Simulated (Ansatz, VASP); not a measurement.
EuO in VASP and in Ansatz

```
Eu O
1.0
     0.00000    2.57195    2.57195
     2.57195    0.00000    2.57195
     5.14390    5.14390    0.00000
Eu O
2 2
Direct
  0.00000 0.00000 0.00000
  0.00000 0.00000 0.50000
  0.50000 0.50000 0.25000
  0.50000 0.50000 0.75000
```

Alike in both runs: task single point; functional PBE; k mesh 6 × 6 × 3; occupations fermi-dirac, width 0.03 eV; collinear spin; Hubbard terms Eu f U = 5.3 eV.

|  | VASP | Ansatz |
| --- | --- | --- |
| version | VASP 6.6.1 | Ansatz 0.2.0 |
| potentials or method | VASP PAW PBE potentials, release 64 (Eu, O), cutoff 600 eV | PAW, plane waves, scalar-relativistic |
| valence electrons in the cell | 46 | 46 |

```csv
,VASP,Ansatz,Ansatz less VASP
pressure (GPa),0.6,1.3,+0.66
net moment per atom (μB),3.50,3.50,0.000
size of the moment on the site where the two differ most (μB),6.71,6.75,+0.033
```

Site moments also hang on the region over which each program counts them. The programs project onto different local orbitals, so the same U acts differently, and such runs can settle in different states. Ansatz's warnings: no starting moments.

Spin-orbit coupling is off throughout.
